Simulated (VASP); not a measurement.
Runs of VASP 6.6.1 on Ba3Tc. The structure is that of space group Pm-3m (No. 221), or close to it. The cells are those of the table. 

```csv
cell,k mesh,gap on the mesh (eV),pressure (GPa)
"a = 5.244 Å, 4 atoms",4 × 4 × 4,none,0.8
"a = 5.239 Å, 4 atoms",5 × 5 × 5,none,0.8
"a = 5.279 Å, 4 atoms",4 × 4 × 4,none,(a)
"a = 5.209 Å, 4 atoms",5 × 5 × 5,none,1.1
```

Alike in all rows: task single point; level PBE; potentials or basis VASP PAW PBE potentials, release 64 (Tc_pv, Ba_sv); no spin polarisation; cutoff (eV) 500; smearing fermi-dirac 0.05 eV.

Question: Estimate the missing entries.

Answer: (a) 0.3.

Caveats: spin-orbit coupling is left out, which moves the levels of the heavy elements.

A k mesh can miss the band edges, and the runs leave out spin-orbit coupling on Ba, Tc.

A gap of «none» marks levels without a gap at the run's occupations.
